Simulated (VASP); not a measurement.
A run of VASP 6.6.1 is set up as follows.

Contents of POSCAR:

```
GaN
1.0
    0.0000000000      2.2535006075      2.2535006075
    2.2535006075      0.0000000000      2.2535006075
    2.2535006075      2.2535006075      0.0000000000
Ga N
1 1
Direct
    0.0000000000      0.0000000000      0.0000000000
    0.2500000000      0.2500000000      0.2500000000
```

File INCAR.step1:

```
SYSTEM = GaN
PREC = Accurate ; ENCUT = 520
EDIFF = 1E-5 ; ISMEAR = -1
SIGMA = 0.05 ; LREAL = .False.
LASPH = .True. ; NELM = 100
ALGO = Normal ; ISIF = 2
LWAVE = .True. ; NBANDS = 16
GGA = PE
```

INCAR.step2

```
SYSTEM = GaN
PREC = Accurate ; ENCUT = 520
EDIFF = 1E-7 ; ISMEAR = -1
SIGMA = 0.05 ; LREAL = .False.
LASPH = .True. ; NELM = 100
ALGO = Normal ; ISIF = 2
LWAVE = .False. ; LCHARG = .True.
GGA = PE ; LHFCALC = .True.
AEXX = 0.25 ; HFSCREEN = 0.15
PRECFOCK = Normal ; LELF = .True.
LVHAR = .True. ; NBANDS = 16
ISTART = 1
```

The input KPOINTS:

```
regular mesh
0
Gamma
  5 5 5
  0 0 0
```

Potentials or basis: VASP PAW PBE potentials, release 64 (Ga_d, N).

Command:

```bash
$ cat potpaw_PBE.64/Ga_d/POTCAR potpaw_PBE.64/N/POTCAR > POTCAR
$ cp INCAR.step1 INCAR
$ mpirun -np 1 vasp_std > vasp.out
$ cp INCAR.step2 INCAR
$ mpirun -np 1 vasp_std > vasp.out
```

What does it give for the band gap on the k mesh?

3.15 eV, direct.

Estimate the pressure.

-1.6 GPa.

Caveat: the k points lie up to 0.48 Å⁻¹ apart; the PAW data sets were made with another functional, which shifts forces and pressure a little.
